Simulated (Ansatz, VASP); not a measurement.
## Hf3AlN4 in VASP and in Ansatz

```xyz
8
Lattice="4.4944 0.0000 0.0000 0.0000 4.4944 0.0000 0.0000 0.0000 4.4944" Properties=species:S:1:pos:R:3 pbc="T T T"
Hf    2.2472    0.0000    2.2472
Hf    0.0000    2.2472    2.2472
Hf    2.2472    2.2472    0.0000
Al    0.0000    0.0000    0.0000
N     2.2472    2.2472    2.2472
N     0.0000    2.2472    0.0000
N     2.2472    0.0000    0.0000
N     0.0000    0.0000    2.2472
```

Alike in both runs: task relaxation of cell and atoms; functional PBE; k mesh 8 × 8 × 8; occupations gaussian, width 0.1 eV; no spin polarisation.

```csv
,VASP,Ansatz
version,VASP 6.6.1,Ansatz 0.2.0
potentials or method,"VASP PAW PBE potentials, release 64 (Hf_pv, Al, N), cutoff 600 eV","scalar-relativistic, plane waves, PAW"
valence electrons in the cell,53,101
```

```tsv
	VASP	Ansatz	Ansatz less VASP
gap on the k mesh at the Fermi level, each at its own relaxed structure (eV)	none	none	-
relaxed volume (Å³/atom)	11.28	11.38	+0.103
relaxed length of the cell vector where the two differ most in proportion (Å)	4.485	4.498	+0.0137
```

A gap of «none» marks a metal or a gap that the smearing closes. VASP's potentials hold 53 valence electrons a cell and Ansatz's 101, so a difference there can come from the potentials and not from the codes.

Neither program's run includes spin-orbit coupling.
